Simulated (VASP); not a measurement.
Runs of VASP 6.6.1 on Ba. The structure is that of space group I4_1/amd (No. 141), or close to it. The cells are those of the table. 

| cell | gap on the mesh (eV) | pressure (GPa) |
| --- | --- | --- |
| a = 5.713, b = 5.713, c = 5.717 Å, angles 97.4, 97.4, 138.1°, 2 atoms | none | 0.4 |
| a = 5.550, b = 5.550, c = 5.553 Å, angles 97.4, 97.4, 138.1°, 2 atoms | none | 1.4 |
| a = 6.014, b = 6.014, c = 6.018 Å, angles 97.4, 97.4, 138.1°, 2 atoms | none | -0.7 |
| a = 5.942, b = 5.942, c = 5.946 Å, angles 97.4, 97.4, 138.1°, 2 atoms | none | (b) |
| a = 5.633, b = 5.633, c = 5.636 Å, angles 97.4, 97.4, 138.1°, 2 atoms | none | (a) |

Alike in all rows: task single point; level PBE; potentials or basis VASP PAW PBE potentials, release 64 (Ba_sv); no spin polarisation; k mesh 10 × 10 × 7; cutoff (eV) 520; smearing fermi-dirac 0.1 eV.

Problem. Fill in the values left out.

Solution. (a) 0.9; (b) -0.4.

Caveats: spin-orbit coupling is left out, which moves the levels of the heavy elements.

A k mesh can miss the band edges, and the runs leave out spin-orbit coupling on Ba.

A gap of «none» marks levels without a gap at the run's occupations.
